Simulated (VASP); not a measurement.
# InAs in VASP: single point with PBE

Aim: the single point of InAs with PBE.

All numbers are computed with VASP 6.6.1; they aren't measurements. Logs are shortened: lines on timing, memory, paths and dates and some standing lists are left out, and cuts for length are marked.

## Step 1: The cell of the first run

The cell holds a wire or tube with vacuum around it, 24 atoms: a = 17.500 Å, b = 17.800 Å, c = 7.295 Å, α = 90.00°, β = 90.00°, γ = 90.00°.

## Step 2: Single point, PBE

Input file INCAR:

```
PREC     = Accurate       # precision mode
ENCUT    = 400            # plane-wave cutoff, eV
EDIFF    = 1E-6           # SCF threshold, eV
ISMEAR   = 0              # smearing method
SIGMA    = 0.05           # smearing width, eV
LREAL    = F              # projectors in reciprocal space
LASPH    = T              # aspherical terms in the spheres
NELM     = 120            # most SCF steps
ALGO     = Normal         # electronic algorithm
ISIF     = 2              # what is computed and relaxed
LWAVE    = F              # write WAVECAR
LCHARG   = F              # write CHGCAR
GGA      = PE             # functional
NBANDS   = 126            # bands
GGA_COMPAT= F
```

Input file KPOINTS:

```
Automatic mesh
0
Gamma
  1 1 6
```

Input file POSCAR:

```
InAs
1.0
   17.5000000000      0.0000000000      0.0000000000
    0.0000000000     17.8000000000      0.0000000000
    0.0000000000      0.0000000000      7.2953184850
In As
12 12
Direct
    0.7255329198      0.5000000000      0.6720688295
    0.6127723550      0.6920321082      0.6720765574
    0.6953239185      0.6108710125      0.1720775337
    0.3872276450      0.6920321082      0.6720765574
    0.5000000000      0.7217331915      0.1720716470
    0.2744670802      0.5000000000      0.6720688295
    0.3046760815      0.6108710125      0.1720775337
    0.3872276450      0.3079678918      0.6720765574
    0.3046760815      0.3891289875      0.1720775337
    0.6127723550      0.3079678918      0.6720765574
    0.5000000000      0.2782668085      0.1720716470
    0.6953239185      0.3891289875      0.1720775337
    0.7328904055      0.6321912045      0.8279258296
    0.7689161986      0.5000000000      0.3279247159
    0.5000000000      0.7643826181      0.8279244992
    0.6344585461      0.7289659159      0.3279252334
    0.2671095945      0.6321912045      0.8279258296
    0.3655414539      0.7289659159      0.3279252334
    0.2671095945      0.3678087955      0.8279258296
    0.2310838014      0.5000000000      0.3279247159
    0.5000000000      0.2356173819      0.8279244992
    0.3655414539      0.2710340841      0.3279252334
    0.7328904055      0.3678087955      0.8279258296
    0.6344585461      0.2710340841      0.3279252334
```

Potentials or basis: VASP PAW PBE potentials, release 64 (In_d, As).

Started as:

```sh
> cat potpaw_PBE.64/In_d/POTCAR potpaw_PBE.64/As/POTCAR > POTCAR
> mpirun -np 1 vasp_std > vasp.out
```

OUTCAR:

```text
PREC = Accurate
   ENCUT = 400
   EDIFF = 1E-6
   ISMEAR = 0
   LREAL = F
   LASPH = T
   NELM = 120
   ISIF = 2
   GGA = PE

 ion  position               nearest neighbor table
   1  0.726  0.500  0.672-  13 2.62  23 2.62  14 2.62  10 3.95   2 3.95
   2  0.613  0.692  0.672-  13 2.62  15 2.62  16 2.62   1 3.95   4 3.95
   3  0.695  0.611  0.172-  14 2.62  16 2.62  13 2.62   5 3.95  12 3.95
   4  0.387  0.692  0.672-  17 2.62  15 2.62  18 2.62   6 3.95   2 3.95
   5  0.500  0.722  0.172-  16 2.62  18 2.62  15 2.62   7 3.95   3 3.95
   6  0.274  0.500  0.672-  17 2.62  19 2.62  20 2.62   8 3.95   4 3.95
   7  0.305  0.611  0.172-  20 2.62  18 2.62  17 2.62   5 3.95   9 3.95
   8  0.387  0.308  0.672-  19 2.62  21 2.62  22 2.62   6 3.95  10 3.95
   9  0.305  0.389  0.172-  20 2.62  22 2.62  19 2.62  11 3.95   7 3.95
  10  0.613  0.308  0.672-  23 2.62  21 2.62  24 2.62   1 3.95   8 3.95
  11  0.500  0.278  0.172-  22 2.62  24 2.62  21 2.62  12 3.95   9 3.95
  12  0.695  0.389  0.172-  14 2.62  24 2.62  23 2.62  11 3.95   3 3.95
  13  0.733  0.632  0.828-   2 2.62   1 2.62   3 2.62
  14  0.769  0.500  0.328-   3 2.62  12 2.62   1 2.62
  15  0.500  0.764  0.828-   2 2.62   4 2.62   5 2.62
  16  0.634  0.729  0.328-   3 2.62   5 2.62   2 2.62
  17  0.267  0.632  0.828-   4 2.62   6 2.62   7 2.62
  18  0.366  0.729  0.328-   7 2.62   5 2.62   4 2.62
  19  0.267  0.368  0.828-   8 2.62   6 2.62   9 2.62
  20  0.231  0.500  0.328-   7 2.62   9 2.62   6 2.62
  21  0.500  0.236  0.828-   8 2.62  10 2.62  11 2.62
  22  0.366  0.271  0.328-   9 2.62  11 2.62   8 2.62
  23  0.733  0.368  0.828-  10 2.62   1 2.62  12 2.62
  24  0.634  0.271  0.328-  12 2.62  11 2.62  10 2.62

  LATTYP: Found a simple orthorhombic cell.
 ALAT       =     7.2953184850
 B/A-ratio  =     2.3987986318
 C/A-ratio  =     2.4399208940

  Lattice vectors:

 A1 = (   0.0000000000,   0.0000000000,   7.2953184850)
 A2 = (  17.5000000000,   0.0000000000,   0.0000000000)
 A3 = (   0.0000000000,  17.8000000000,   0.0000000000)

Analysis of symmetry for initial positions (statically):
=====================================================================
 Subroutine PRICEL returns:
 Original cell was already a primitive cell.

 Routine SETGRP: Setting up the symmetry group for a
 simple orthorhombic supercell.

 Subroutine GETGRP returns: Found  4 space group operations
 (whereof  4 operations were pure point group operations)
 out of a pool of  8 trial point group operations.

The static configuration has the point symmetry C_2v.

Analysis of symmetry for dynamics (positions and initial velocities):
=====================================================================
 Subroutine PRICEL returns:
 Original cell was already a primitive cell.

 Routine SETGRP: Setting up the symmetry group for a
 simple orthorhombic supercell.

 Subroutine GETGRP returns: Found  4 space group operations
 (whereof  4 operations were pure point group operations)
 out of a pool of  8 trial point group operations.

The dynamic configuration has the point symmetry C_2v.

 Subroutine INISYM returns: Found  4 space group operations
 (whereof  4 operations are pure point group operations),
 and found     1 'primitive' translations

----------------------------------------------------------------------------------------

                                     Primitive cell

  volume of cell :    2272.4917

  direct lattice vectors                    reciprocal lattice vectors
    17.500000000  0.000000000  0.000000000     0.057142857  0.000000000  0.000000000
     0.000000000 17.800000000  0.000000000     0.000000000  0.056179775  0.000000000
     0.000000000  0.000000000  7.295318485     0.000000000  0.000000000  0.137074208

  length of vectors
    17.500000000 17.800000000  7.295318485     0.057142857  0.056179775  0.137074208

  position of ions in fractional coordinates (direct lattice)
     0.725532920  0.500000000  0.672068829
     0.612772355  0.692032108  0.672076557
     0.695323919  0.610871012  0.172077534
     0.387227645  0.692032108  0.672076557
     0.500000000  0.721733192  0.172071647
     0.274467080  0.500000000  0.672068829
[... 16 lines left out ...]
     0.732890406  0.367808795  0.827925830
     0.634458546  0.271034084  0.327925233

  ion indices of the primitive-cell ions
   primitive index   ion index
                 1           1
                 2           2
                 3           3
                 4           4
                 5           5
                 6           6
[... 16 lines left out ...]
                23          23
                24          24

----------------------------------------------------------------------------------------

 KPOINTS: Automatic mesh

Automatic generation of k-mesh.
 Grid dimensions read from file:
 generate k-points for:    1    1    6

 Generating k-lattice:

  Cartesian coordinates                     Fractional coordinates (reciprocal lattice)
     0.057142857  0.000000000  0.000000000     1.000000000  0.000000000  0.000000000
     0.000000000  0.056179775  0.000000000     0.000000000  1.000000000  0.000000000
     0.000000000  0.000000000  0.022845701     0.000000000  0.000000000  0.166666667

  Length of vectors
     0.057142857  0.056179775  0.022845701

  Shift w.r.t. Gamma in fractional coordinates (k-lattice)
     0.000000000  0.000000000  0.000000000

 Subroutine IBZKPT returns following result:
 ===========================================

 Found      4 irreducible k-points:

 Following reciprocal coordinates:
            Coordinates               Weight
  0.000000  0.000000  0.000000      1.000000
  0.000000  0.000000  0.166667      2.000000
  0.000000  0.000000  0.333333      2.000000
  0.000000  0.000000  0.500000      1.000000
   k-points           NKPTS =      4   k-points in BZ     NKDIM =      4   number of bands    NBANDS=    126
   number of dos      NEDOS =    301   number of ions     NIONS =     24
   total plane-waves  NPLWV = 691200
   dimension x,y,z NGX =   120 NGY =  120 NGZ =   48
   dimension x,y,z NGXF=   240 NGYF=  240 NGZF=   96
   ions per type =              12  12
   NGX,Y,Z   is equivalent  to a cutoff of  11.40, 11.21, 10.94 a.u.
   NGXF,Y,Z  is equivalent  to a cutoff of  22.80, 22.42, 21.88 a.u.
 SYSTEM =  unknown system
   PREC   = accura    normal or accurate (medium, high low for compatibility)
   ISTART =      0    job   : 0-new  1-cont  2-samecut
   ICHARG =      2    charge: 1-file 2-atom 10-const
   ISPIN  =      1    spin polarized calculation?
   LNONCOLLINEAR =      F non collinear calculations
   LSORBIT =      F    spin-orbit coupling
   LASPH  =      T    aspherical Exc in radial PAW
   ENCUT  =  400.0 eV  29.40 Ry    5.42 a.u.  28.54 29.03 11.90*2*pi/ulx,y,z
   NELM   =    120;   NELMIN=  2; NELMDL= -5     # of ELM steps
   EDIFF  = 0.1E-05   stopping-criterion for ELM
   LREAL  =      F    real-space projection
   EDIFFG = 0.1E-04   stopping-criterion for IOM
   NSW    =      0    number of steps for IOM
   IBRION =     -1    ionic relax: 0-MD 1-quasi-New 2-CG
   NFREE  =      0    steps in history (QN), initial steepest desc. (CG)
   ISIF   =      2    stress and relaxation
   ISYM   =      2    0-nonsym 1-usesym 2-fastsym
   POTIM  = 0.5000    time-step for ionic-motion
   TEBEG  =    0.0;   TEEND  =   0.0 temperature during run
   PSTRESS=    0.0 pullay stress
   NELECT =     216.0000    total number of electrons
   NUPDOWN=      -1.0000    fix difference up-down
   EMIN   =  10.00;   EMAX   =-10.00  energy-range for DOS
   EFERMI =   0.00;   METHOD = LEGACY
   ISMEAR =     0;   SIGMA  =   0.05  broadening in eV -4-tet -1-fermi 0-gaus
   EFERMI_NEDOS =   21; number of points for ismear=-14 and -15
   IALGO  =     38    algorithm
   IMIX   =      4    mixing-type and parameters
     AMIX     =   0.40;   BMIX     =  1.00
     AMIX_MAG =   1.60;   BMIX_MAG =  1.00
  volume/ion in A,a.u.               =      94.69       638.98
  Fermi-wavevector in a.u.,A,eV,Ry     =   0.747123  1.411857  7.594669  0.558192
  Thomas-Fermi vector in A             =   1.843104
   LORBIT       =      0    0 simple, 1 ext, 2 COOP (PROOUT), +10 PAW based schemes
   GGA     = PE    functional components
   LHFCALC =     F    Hartree Fock is set to
   AEXX    =    0.0000 exact exchange contribution
   IVDW    =     0    specifies the selected vdW correction
   LEPSILON=     F    determine dielectric tensor
   LRPA    =     F    only Hartree local field effects (RPA)
 non-spin polarized calculation
 Gauss-broadening in eV      SIGMA  =   0.05
  energy-cutoff  :      400.00
  volume of cell :     2272.49
 maximum number of plane-waves:     41352
 NGX is ok and might be reduce to   120
   NGX = 57   NGY = 59   NGZ = 23

 number of electron     215.9999795 magnetization

 Free energy of the ion-electron system (eV)
  ---------------------------------------------------
  ext. energy  EPLUGINS =         0.00000000
  ---------------------------------------------------
  free energy    TOTEN  =       -85.17919281 eV

  energy without entropy =      -85.17919281  energy(sigma->0) =      -85.17919281

 E-fermi :  -2.1325     XC(G=0):  -3.6524

 val. band max:       -2.3766202403   @ k =   0.0000   0.0000   0.0000
 cond. band min:      -1.2002971291   @ k =   0.0000   0.0000   0.0000
 fundamental gap:      1.1763231111
 Fermi energy:        -2.1324928155

 k-point     1 :       0.0000    0.0000    0.0000
  band No.  band energies     occupation
      1     -16.5860      2.00000
      2     -16.5675      2.00000
      3     -16.5675      2.00000
      4     -16.5560      2.00000
      5     -16.5283      2.00000
      6     -16.5282      2.00000
[... 112 lines left out ...]
    119       0.3348      0.00000
    120       0.3353      0.00000

 k-point     2 :       0.0000    0.0000    0.1667
  band No.  band energies     occupation
      1     -16.5832      2.00000
      2     -16.5650      2.00000
      3     -16.5650      2.00000
      4     -16.5572      2.00000
      5     -16.5303      2.00000
      6     -16.5303      2.00000
[... 112 lines left out ...]
    119       0.2283      0.00000
    120       0.2528      0.00000

 k-point     3 :       0.0000    0.0000    0.3333
  band No.  band energies     occupation
      1     -16.5761      2.00000
      2     -16.5610      2.00000
      3     -16.5580      2.00000
      4     -16.5580      2.00000
      5     -16.5381      2.00000
      6     -16.5381      2.00000
[... 112 lines left out ...]
    119       0.0217      0.00000
    120       0.0365      0.00000

 k-point     4 :       0.0000    0.0000    0.5000
  band No.  band energies     occupation
      1     -16.5677      2.00000
      2     -16.5677      2.00000
      3     -16.5482      2.00000
      4     -16.5482      2.00000
      5     -16.5482      2.00000
      6     -16.5482      2.00000
[... 112 lines left out ...]
    119       0.0253      0.00000
    120       0.0257      0.00000
 [bands above 120 left out]

------------------------ aborting loop because EDIFF is reached ----------------------------------------

  FORCE on cell =-STRESS in cart. coord.  units (eV):
  Direction    XX          YY          ZZ          XY          YZ          ZX
  --------------------------------------------------------------------------------------
  -------------------------------------------------------------------------------------
  Total        0.1059182      0.1150208      0.2383897      0.0000000      0.0000000      0.0000000
  in kB        0.0746756      0.0810932      0.1680721      0.0000000      0.0000000      0.0000000
  external PRESSURE =       0.1079470 kB  Pullay stress =       0.0000000 kB

 VOLUME and BASIS-vectors are now :
 -----------------------------------------------------------------------------
  energy-cutoff  :      400.00
  volume of cell :     2272.49
      direct lattice vectors                 reciprocal lattice vectors
    17.500000000  0.000000000  0.000000000     0.057142857  0.000000000  0.000000000
     0.000000000 17.800000000  0.000000000     0.000000000  0.056179775  0.000000000
     0.000000000  0.000000000  7.295318485     0.000000000  0.000000000  0.137074208

 POSITION                                       TOTAL-FORCE (eV/Angst)
 -----------------------------------------------------------------------------------
     12.69683      8.90000      4.90296        -0.005109      0.000000      0.004456
     10.72352     12.31817      4.90301        -0.002488     -0.004923      0.004488
     12.16817     10.87350      1.25536        -0.006215     -0.003694      0.004305
      6.77648     12.31817      4.90301         0.002488     -0.004923      0.004488
      8.75000     12.84685      1.25532        -0.000000     -0.005208      0.004472
      4.80317      8.90000      4.90296         0.005109      0.000000      0.004456
[... 16 lines left out ...]
     12.82558      6.54700      6.03998         0.015856     -0.009102     -0.004401
     11.10302      4.82441      2.39232         0.009021     -0.015667     -0.004436
 -----------------------------------------------------------------------------------
    total drift:                               -0.000000      0.000000      0.001479

  FREE ENERGIE OF THE ION-ELECTRON SYSTEM (eV)
  ---------------------------------------------------
  free  energy   TOTEN  =       -85.1791928088 eV

  energy  without entropy=      -85.1791928088  energy(sigma->0) =      -85.17919281
```

Wall time 78 min (1 thread of Intel Xeon 8259CL, shared host); peak memory 1.5 GiB.

Results:

```yaml
Free_energy: -85.1792 eV
Largest_force: 0.019 eV/Å
Band_gap_on_the_k_mesh: 1.18 eV
```

Forces on the atoms (eV/Å):
```
In  -0.005  0.000  0.004
In  -0.002 -0.005  0.004
In  -0.006 -0.004  0.004
In   0.002 -0.005  0.004
In   0.000 -0.005  0.004
In   0.005  0.000  0.004
In   0.006 -0.004  0.004
In   0.002  0.005  0.004
In   0.006  0.004  0.004
In  -0.002  0.005  0.004
In   0.000  0.005  0.004
In  -0.006  0.004  0.004
As   0.016  0.009 -0.004
As   0.018  0.000 -0.004
As   0.000  0.018 -0.004
As   0.009  0.016 -0.004
As  -0.016  0.009 -0.004
As  -0.009  0.016 -0.004
As  -0.016 -0.009 -0.004
As  -0.018  0.000 -0.004
As   0.000 -0.018 -0.004
As  -0.009 -0.016 -0.004
As   0.016 -0.009 -0.004
As   0.009 -0.016 -0.004
```

Levels at points of the mesh, in eV from the valence-band top:
| k point | band 106 | band 107 | band 108 | band 109 | band 110 | band 111 |
| --- | --- | --- | --- | --- | --- | --- |
| (0.00, 0.00, 0.00) | -0.16 | -0.16 | 0.00 | 1.18 | 1.43 | 1.88 |
| (0.00, 0.00, 0.50) | -0.79 | -0.56 | -0.56 | 1.74 | 1.74 | 2.17 |

Caveat: spin-orbit coupling is left out, which moves the levels of the heavy elements.
